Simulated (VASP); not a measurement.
# AlN (Imm2) in VASP: a series of runs

AlN is run at these levels: r2SCAN; tasks: single point.

Everything below comes from runs of VASP 6.6.1. Logs are shortened: lines on timing, memory, paths and dates and some standing lists are left out, and cuts for length are marked.

## 1. The cell of the first run

It takes space group Imm2 (No. 44, orthorhombic). Conventional cell: a = 2.973 Å, b = 3.204 Å, c = 4.368 Å, α = 90.00°, β = 90.00°, γ = 90.00°. Al (site symmetry mm2) has 4 N at 1.84 to 1.94 Å within 2.4 Å. N (site symmetry mm2) has 4 Al at 1.84 to 1.94 Å within 2.4 Å.

## 2. Single point, r2SCAN (strain -0.0750 x Voigt [0, 0, 0, 0, 1, 0])

The input, POSCAR:

```
AlN
1.0
   -0.0818997585      2.1839935596      2.1839935596
    2.1020938011      0.0000000000      2.1020938011
    2.1839935596      2.1839935596     -0.0818997585
Al N
1 1
Direct
    0.0000000000      0.0000000000      0.0000000000
    0.7500000000      0.7500000000      0.7500000000
```

The input, INCAR.step1:

```
SYSTEM = AlN
ALGO     = Normal         ! electronic algorithm
EDIFF    = 1E-4           ! SCF threshold, eV
ENCUT    = 520            ! plane-wave cutoff, eV
GGA      = PE             ! functional
ISMEAR   = 0              ! smearing method
LASPH    = .TRUE.         ! aspherical terms in the spheres
LCHARG   = .FALSE.        ! write CHGCAR
LREAL    = .FALSE.        ! projectors in reciprocal space
LWAVE    = .TRUE.         ! write WAVECAR
NBANDS   = 11             ! bands
NELM     = 80             ! most SCF steps
PREC     = Accurate       ! precision mode
SIGMA    = 0.05           ! smearing width, eV
```

The input, INCAR.step2:

```
SYSTEM = AlN
ALGO     = Normal         ! electronic algorithm
EDIFF    = 1E-7           ! SCF threshold, eV
ENCUT    = 520            ! plane-wave cutoff, eV
ISIF     = 2              ! what is computed and relaxed
ISMEAR   = 0              ! smearing method
ISTART   = 1            
LASPH    = .TRUE.         ! aspherical terms in the spheres
LCHARG   = .FALSE.        ! write CHGCAR
LMIXTAU  = .TRUE.       
LREAL    = .FALSE.        ! projectors in reciprocal space
LWAVE    = .FALSE.        ! write WAVECAR
METAGGA  = R2SCAN         ! meta-GGA
NBANDS   = 11             ! bands
NELM     = 80             ! most SCF steps
PREC     = Accurate       ! precision mode
SIGMA    = 0.05           ! smearing width, eV
```

The input, KPOINTS:

```
k-points
0
G
  10 10 10
  0 0 0
```

Potentials or basis: VASP PAW PBE potentials, release 64 (Al, N).

Launch:

```console
$ cat potpaw_PBE.64/Al/POTCAR potpaw_PBE.64/N/POTCAR > POTCAR
$ cp INCAR.step1 INCAR
$ mpirun -np 1 vasp_std > vasp.out
$ cp INCAR.step2 INCAR
$ mpirun -np 1 vasp_std > vasp.out
```

OUTCAR:

```text
SYSTEM = AlN
   EDIFF = 1E-7
   ENCUT = 520
   ISIF = 2
   ISMEAR = 0
   ISTART = 1
   LASPH = .TRUE.
   LREAL = .FALSE.
   METAGGA = R2SCAN
   NELM = 80
   PREC = Accurate

 ion  position               nearest neighbor table
   1  0.000  0.000  0.000-   2 1.84   2 1.84   2 1.94   2 1.94
   2  0.750  0.750  0.750-   1 1.84   1 1.84   1 1.94   1 1.94

  LATTYP: Found a body centered orthorhombic cell.
 ALAT       =     2.9728095629
 B/A-ratio  =     1.0779220779
 C/A-ratio  =     1.4693127921

  Lattice vectors:

 A1 = (   2.1839935596,  -2.1839935596,  -0.0818997585)
 A2 = (  -2.1839935596,  -2.1839935596,   0.0818997585)
 A3 = (   0.0818997585,   2.1839935596,  -2.1839935596)

Analysis of symmetry for initial positions (statically):
=====================================================================
 Subroutine PRICEL returns:
 Original cell was already a primitive cell.

 Routine SETGRP: Setting up the symmetry group for a
 body centered orthorhombic supercell.

 Subroutine GETGRP returns: Found  4 space group operations
 (whereof  4 operations were pure point group operations)
 out of a pool of  8 trial point group operations.

The static configuration has the point symmetry C_2v.

Analysis of symmetry for dynamics (positions and initial velocities):
=====================================================================
 Subroutine PRICEL returns:
 Original cell was already a primitive cell.

 Routine SETGRP: Setting up the symmetry group for a
 body centered orthorhombic supercell.

 Subroutine GETGRP returns: Found  4 space group operations
 (whereof  4 operations were pure point group operations)
 out of a pool of  8 trial point group operations.

The dynamic configuration has the point symmetry C_2v.

 Subroutine INISYM returns: Found  4 space group operations
 (whereof  4 operations are pure point group operations),
 and found     1 'primitive' translations

----------------------------------------------------------------------------------------

                                     Primitive cell

  volume of cell :      20.8052

  direct lattice vectors                    reciprocal lattice vectors
    -0.081899759  2.183993560  2.183993560    -0.220663522  0.228938404  0.220663522
     2.102093801  0.000000000  2.102093801     0.237858082 -0.228938404  0.237858082
     2.183993560  2.183993560 -0.081899759     0.220663522  0.228938404 -0.220663522

  length of vectors
     3.089718969  2.972809563  3.089718969     0.387036914  0.406897687  0.387036914

[... 89 lines left out ...]
   TEBEG  =    0.0;   TEEND  =   0.0 temperature during run
   PSTRESS=    0.0 pullay stress
   NELECT =       8.0000    total number of electrons
   NUPDOWN=      -1.0000    fix difference up-down
   EMIN   =  10.00;   EMAX   =-10.00  energy-range for DOS
   EFERMI =   0.00;   METHOD = LEGACY
   ISMEAR =     0;   SIGMA  =   0.05  broadening in eV -4-tet -1-fermi 0-gaus
   EFERMI_NEDOS =   21; number of points for ismear=-14 and -15
   IALGO  =     38    algorithm
   IMIX   =      4    mixing-type and parameters
     AMIX     =   0.40;   BMIX     =  1.00
     AMIX_MAG =   1.60;   BMIX_MAG =  1.00
  volume/ion in A,a.u.               =      10.40        70.20
  Fermi-wavevector in a.u.,A,eV,Ry     =   1.190457  2.249638 19.282025  1.417189
  Thomas-Fermi vector in A             =   2.326542
   LORBIT       =      0    0 simple, 1 ext, 2 COOP (PROOUT), +10 PAW based schemes
   METAGGA = R2SCAN    functional components
   LHFCALC =     F    Hartree Fock is set to
   AEXX    =    0.0000 exact exchange contribution
   IVDW    =     0    specifies the selected vdW correction
   LEPSILON=     F    determine dielectric tensor
   LRPA    =     F    only Hartree local field effects (RPA)
 non-spin polarized calculation
 Gauss-broadening in eV      SIGMA  =   0.05
  energy-cutoff  :      520.00
  volume of cell :       20.81
 maximum number of plane-waves:       573
   NGX = 11   NGY = 11   NGZ = 11

 number of electron       8.0000000 magnetization

 Free energy of the ion-electron system (eV)
  ---------------------------------------------------
  ext. energy  EPLUGINS =         0.00000000
  ---------------------------------------------------
  free energy    TOTEN  =       -19.09208472 eV

  energy without entropy =      -19.09208472  energy(sigma->0) =      -19.09208472

 E-fermi :   6.1785     XC(G=0): -11.4230

 val. band max:        5.9333620016   @ k =   0.0000   0.0000   0.0000
 cond. band min:       9.5259101099   @ k =   0.5000   0.0000   0.5000
 fundamental gap:      3.5925481083
 Fermi energy:         6.1784709653

 k-point     1 :       0.0000    0.0000    0.0000
  band No.  band energies     occupation
      1     -10.0496      2.00000
      2       5.5136      2.00000
      3       5.6774      2.00000
      4       5.9334      2.00000
      5      10.4876      0.00000
      6      18.2386      0.00000
      7      19.4162      0.00000
      8      20.3260      0.00000
      9      24.1980      0.00000
     10      24.3599      0.00000
     11      25.5986      0.00000
[... 309 lines left out ...]
 k-point    24 :      -0.3000    0.2000    0.0000
  band No.  band energies     occupation
      1      -8.1828      2.00000
      2       0.9636      2.00000
      3       3.6434      2.00000
      4       5.2205      2.00000
      5      14.4675      0.00000
      6      15.6645      0.00000
      7      18.4076      0.00000
      8      19.1408      0.00000
      9      23.0386      0.00000
     10      25.9196      0.00000
     11      28.5816      0.00000

 [... further k-points ...]

------------------------ aborting loop because EDIFF is reached ----------------------------------------

  FORCE on cell =-STRESS in cart. coord.  units (eV):
  Direction    XX          YY          ZZ          XY          YZ          ZX
  --------------------------------------------------------------------------------------
  -------------------------------------------------------------------------------------
  Total        0.2181281      0.1019322      0.2181281      0.0000000      0.0000000      2.3342823
  in kB       16.7976813      7.8496276     16.7976813      0.0000000      0.0000000    179.7591746
  external PRESSURE =      13.8149967 kB  Pullay stress =       0.0000000 kB

 VOLUME and BASIS-vectors are now :
 -----------------------------------------------------------------------------
  energy-cutoff  :      520.00
  volume of cell :       20.81
      direct lattice vectors                 reciprocal lattice vectors
    -0.081899759  2.183993560  2.183993560    -0.220663522  0.228938404  0.220663522
     2.102093801  0.000000000  2.102093801     0.237858082 -0.228938404  0.237858082
     2.183993560  2.183993560 -0.081899759     0.220663522  0.228938404 -0.220663522

 POSITION                                       TOTAL-FORCE (eV/Angst)
 -----------------------------------------------------------------------------------
      0.00000      0.00000      0.00000         0.000000      0.672961     -0.000000
      3.15314      3.27599      3.15314         0.000000     -0.672961      0.000000
 -----------------------------------------------------------------------------------
    total drift:                                0.000002     -0.008011      0.000002

  FREE ENERGIE OF THE ION-ELECTRON SYSTEM (eV)
  ---------------------------------------------------
  free  energy   TOTEN  =       -19.0920847164 eV

  energy  without entropy=      -19.0920847164  energy(sigma->0) =      -19.09208472
```

OSZICAR.step1:

```text
N       E                     dE             d eps       ncg     rms          rms(c)
DAV:   1     0.111197621634E+02    0.11120E+02   -0.38711E+03  3874   0.604E+02
DAV:   2    -0.162841673489E+02   -0.27404E+02   -0.26387E+02  4479   0.138E+02
DAV:   3    -0.171700293770E+02   -0.88586E+00   -0.88485E+00  4636   0.236E+01
DAV:   4    -0.171747905944E+02   -0.47612E-02   -0.47609E-02  4310   0.188E+00
DAV:   5    -0.171748492096E+02   -0.58615E-04   -0.58615E-04  4628   0.201E-01    0.868E+00
DAV:   6    -0.147692834797E+02    0.24056E+01   -0.11982E+01  4400   0.174E+01    0.285E+00
DAV:   7    -0.147627358470E+02    0.65476E-02   -0.17609E-01  4275   0.328E+00    0.207E+00
DAV:   8    -0.147565362454E+02    0.61996E-02   -0.30654E-02  4257   0.162E+00    0.550E-01
DAV:   9    -0.147551482910E+02    0.13880E-02   -0.43746E-03  4497   0.402E-01    0.219E-01
DAV:  10    -0.147552015812E+02   -0.53290E-04   -0.38567E-04  4113   0.135E-01
   1 F= -.14755202E+02 E0= -.14755202E+02  d E =-.191816E-20
```

It took 2.7 min on 1 thread of Intel Xeon 8259CL, shared host; peak memory 0.17 GiB.

Results:

| Item | Value |
| --- | --- |
| Free energy | -19.0921 eV |
| Pressure | 1.4 GPa |
| Largest force | 0.673 eV/Å |
| Band gap on the k mesh | 3.59 eV (least direct gap 4.55 eV) |

Forces in eV/Å, atoms in the order of the input:
```
Al   0.000  0.673  0.000
N    0.000 -0.673  0.000
```

Caveat: the cell differs from its parent crystal (strain -0.0750 x Voigt [0, 0, 0, 0, 1, 0]); the PAW data sets were made with another functional, which shifts forces and pressure a little. A k mesh can miss the band edges.

## 3. Single point, r2SCAN (strain +0.0562 x Voigt [0, 0, 0, 0, 1, 0])

The input, POSCAR:

```
AlN
1.0
    0.0613702190      2.1839935596      2.1839935596
    2.2453637786      0.0000000000      2.2453637786
    2.1839935596      2.1839935596      0.0613702190
Al N
1 1
Direct
    0.0000000000      0.0000000000      0.0000000000
    0.7500000000      0.7500000000      0.7500000000
```

The input, INCAR.step1:

```
PREC = Accurate ; ENCUT = 520
ISMEAR = 0 ; SIGMA = 0.05
LREAL = F ; LASPH = T
NELM = 60 ; NBANDS = 11
GGA = PE ; ALGO = Normal
EDIFF = 1E-4 ; LWAVE = T
LCHARG = F
```

The input, INCAR.step2:

```
PREC = Accurate ; ENCUT = 520
EDIFF = 1E-6 ; ISMEAR = 0
SIGMA = 0.05 ; LREAL = F
LASPH = T ; NELM = 60
ALGO = Normal ; ISIF = 2
LWAVE = F ; LCHARG = F
METAGGA = R2SCAN ; LMIXTAU = T
NBANDS = 11 ; ISTART = 1
```

The input, KPOINTS:

```
regular mesh
0
Gamma
  10 10 10
```

Potentials or basis: VASP PAW PBE potentials, release 64 (Al, N).

Launch:

```console
$ cat potpaw_PBE.64/Al/POTCAR potpaw_PBE.64/N/POTCAR > POTCAR
$ cp INCAR.step1 INCAR
$ mpirun -np 1 vasp_std > vasp.out
$ cp INCAR.step2 INCAR
$ mpirun -np 1 vasp_std > vasp.out
```

Run time: 2.1 min. Hardware: 1 thread of Intel Xeon 8259CL, shared host; peak memory 0.16 GiB.

It converged, with:

| Property | Result |
| --- | --- |
| Free energy | -19.1306 eV |
| Pressure | 0.7 GPa |
| Largest force | 0.500 eV/Å |
| Band gap on the k mesh | 3.70 eV (least direct gap 4.66 eV) |

Forces in eV/Å, atoms in the order of the input:
```
Al   0.000 -0.500  0.000
N    0.000  0.500  0.000
```

Stress tensor (GPa, compression positive):
```
  0.88   0.00 -13.43
  0.00   0.38   0.00
-13.43   0.00   0.88
```

Levels at points of the mesh, in eV from the valence-band top:
```tsv
k point	band 1	band 2	band 3	band 4	band 5	band 6	band 7	band 8	band 9
(0.00, 0.00, 0.00)	-15.92	-0.31	-0.18	0.00	4.66	12.61	13.46	14.17	18.34
(0.50, 0.00, 0.00)	-13.79	-5.97	-0.79	-0.72	7.78	10.57	11.20	11.85	19.15
(0.00, 0.50, 0.00)	-14.01	-6.15	-0.59	-0.48	8.29	10.59	11.88	12.44	19.17
(0.50, 0.50, 0.00)	-13.26	-5.11	-1.97	-1.96	3.77	9.33	14.88	16.77	16.90
(0.50, 0.00, 0.50)	-13.28	-5.12	-2.31	-1.61	3.70	9.43	15.02	16.63	17.02
```

Caveat: the cell differs from its parent crystal (strain +0.0562 x Voigt [0, 0, 0, 0, 1, 0]); the PAW data sets were made with another functional, which shifts forces and pressure a little. A k mesh can miss the band edges.

## 4. Single point, r2SCAN (strain +0.0375 x Voigt [0, 0, 0, 0, 1, 0])

The input, POSCAR:

```
AlN
1.0
    0.0409498792      2.1839935596      2.1839935596
    2.2249434388      0.0000000000      2.2249434388
    2.1839935596      2.1839935596      0.0409498792
Al N
1 1
Direct
    0.0000000000      0.0000000000      0.0000000000
    0.7500000000      0.7500000000      0.7500000000
```

The input, INCAR.step1:

```
SYSTEM = AlN
PREC = Accurate ; ENCUT = 520
ISMEAR = 0 ; SIGMA = 0.05
LREAL = .False. ; LASPH = .True.
NELM = 60 ; NBANDS = 11
GGA = PE ; ALGO = Normal
EDIFF = 1E-4 ; LWAVE = .True.
LCHARG = .False.
```

The input, INCAR.step2:

```
SYSTEM = AlN
PREC = Accurate ; ENCUT = 520
EDIFF = 1E-7 ; ISMEAR = 0
SIGMA = 0.05 ; LREAL = .False.
LASPH = .True. ; NELM = 60
ALGO = Normal ; ISIF = 2
LWAVE = .False. ; LCHARG = .True.
METAGGA = R2SCAN ; LMIXTAU = .True.
LELF = .True. ; LVHAR = .True.
NBANDS = 11 ; ISTART = 1
```

The input, KPOINTS:

```
regular mesh
0
Gamma
  10 10 10
  0 0 0
```

Launch:

```console
$ cat potpaw_PBE.64/Al/POTCAR potpaw_PBE.64/N/POTCAR > POTCAR
$ cp INCAR.step1 INCAR
$ mpirun -np 1 vasp_std > vasp.out
$ cp INCAR.step2 INCAR
$ mpirun -np 1 vasp_std > vasp.out
```

Run time: 2.7 min. Hardware: 1 thread of Intel Xeon 8259CL, shared host; peak memory 0.17 GiB.

The run converged. Its results:

- Free energy: -19.1579 eV
- Pressure: 0.2 GPa
- Largest force: 0.332 eV/Å
- Band gap on the k mesh: 3.80 eV (least direct gap 4.76 eV)

Forces on the atoms (eV/Å):
```
Al   0.000 -0.332  0.000
N    0.000  0.332  0.000
```

Stress tensor (GPa, compression positive):
```
 0.32  0.00 -8.94
 0.00  0.10  0.00
-8.94  0.00  0.32
```

Levels at points of the mesh, in eV from the valence-band top:
```tsv
k point	band 1	band 2	band 3	band 4	band 5	band 6	band 7	band 8	band 9
(0.00, 0.00, 0.00)	-15.85	-0.21	-0.12	0.00	4.76	12.91	13.46	13.95	18.42
(0.50, 0.00, 0.00)	-13.76	-5.94	-0.69	-0.64	7.92	10.67	11.44	11.87	19.21
(0.00, 0.50, 0.00)	-13.91	-6.06	-0.55	-0.48	8.27	10.69	11.88	12.27	19.23
(0.50, 0.50, 0.00)	-13.21	-5.06	-1.91	-1.91	3.83	9.38	15.02	16.84	16.90
(0.50, 0.00, 0.50)	-13.21	-5.06	-2.14	-1.68	3.80	9.43	15.09	16.73	16.99
```

Caveat: the cell differs from its parent crystal (strain +0.0375 x Voigt [0, 0, 0, 0, 1, 0]); the PAW data sets were made with another functional, which shifts forces and pressure a little. A k mesh can miss the band edges.

## 5. Single point, r2SCAN (strain +0.0187 x Voigt [0, 0, 0, 0, 1, 0])

The input, POSCAR:

```
AlN
1.0
    0.0204203398      2.1839935596      2.1839935596
    2.2044138994      0.0000000000      2.2044138994
    2.1839935596      2.1839935596      0.0204203398
Al N
1 1
Direct
    0.0000000000      0.0000000000      0.0000000000
    0.7500000000      0.7500000000      0.7500000000
```

The input, INCAR.step1:

```
PREC = Accurate ; ENCUT = 520
ISMEAR = 0 ; SIGMA = 0.05
LREAL = False ; LASPH = True
NELM = 60 ; NBANDS = 11
GGA = PE ; ALGO = Normal
EDIFF = 1E-4 ; LWAVE = True
LCHARG = False
```

The input, INCAR.step2:

```
PREC = Accurate ; ENCUT = 520
EDIFF = 1E-6 ; ISMEAR = 0
SIGMA = 0.05 ; LREAL = False
LASPH = True ; NELM = 60
ALGO = Normal ; ISIF = 2
LWAVE = False ; LCHARG = False
METAGGA = R2SCAN ; LMIXTAU = True
NBANDS = 11 ; ISTART = 1
```

The input, KPOINTS:

```
Automatic mesh
0
Gamma
  10 10 10
```

Launch:

```console
$ cat potpaw_PBE.64/Al/POTCAR potpaw_PBE.64/N/POTCAR > POTCAR
$ cp INCAR.step1 INCAR
$ mpirun -np 1 vasp_std > vasp.out
$ cp INCAR.step2 INCAR
$ mpirun -np 1 vasp_std > vasp.out
```

It took 2.1 min on 1 thread of Intel Xeon 8259CL, shared host; peak memory 0.17 GiB.

It converged, with:

- Free energy: -19.1743 eV
- Pressure: 0.0 GPa
- Largest force: 0.165 eV/Å
- Band gap on the k mesh: 3.87 eV (least direct gap 4.83 eV)

Forces on the atoms (eV/Å):
```
Al   0.000 -0.165  0.000
N    0.000  0.165  0.000
```

Stress tensor (GPa, compression positive):
```
-0.02  0.00 -4.45
 0.00 -0.07  0.00
-4.45  0.00 -0.02
```

Levels at points of the mesh, in eV from the valence-band top:
```csv
k point,band 1,band 2,band 3,band 4,band 5,band 6,band 7,band 8,band 9
"(0.00, 0.00, 0.00)",-15.80,-0.10,-0.05,0.00,4.83,13.21,13.48,13.73,18.48
"(0.50, 0.00, 0.00)",-13.74,-5.92,-0.59,-0.56,8.07,10.76,11.69,11.90,19.27
"(0.00, 0.50, 0.00)",-13.82,-5.98,-0.52,-0.49,8.24,10.77,11.91,12.10,19.28
"(0.50, 0.50, 0.00)",-13.15,-5.00,-1.86,-1.86,3.88,9.43,15.13,16.90,16.92
"(0.50, 0.00, 0.50)",-13.15,-5.00,-1.97,-1.74,3.87,9.44,15.15,16.84,16.97
```

Caveat: the cell differs from its parent crystal (strain +0.0187 x Voigt [0, 0, 0, 0, 1, 0]); the PAW data sets were made with another functional, which shifts forces and pressure a little.

## 6. Summary

```csv
cell,gap on the mesh (eV),pressure (GPa),largest force (eV/Å)
"a = 3.090, b = 2.973 Å, angles 61.2, 62.5, 61.2°, 2 atoms",3.59,1.4,0.67
"a = 3.089, b = 3.175 Å, angles 59.1, 58.1, 59.1°, 2 atoms",3.70,0.7,0.50
"a = 3.089, b = 3.147 Å, angles 59.4, 58.8, 59.4°, 2 atoms",3.80,0.2,0.33
"a = 3.089, b = 3.118 Å, angles 59.7, 59.4, 59.7°, 2 atoms",3.87,0.0,0.16
```

Alike in all rows: task single point; level r2SCAN; potentials or basis VASP PAW PBE potentials, release 64 (Al, N); no spin polarisation; k mesh 10 × 10 × 10; cutoff (eV) 520; smearing gaussian 0.05 eV.

Caveats: the PAW data sets were made with another functional, which shifts forces and pressure a little.

Total energies depend on the potentials used, so only differences within one code and one set of settings carry meaning.
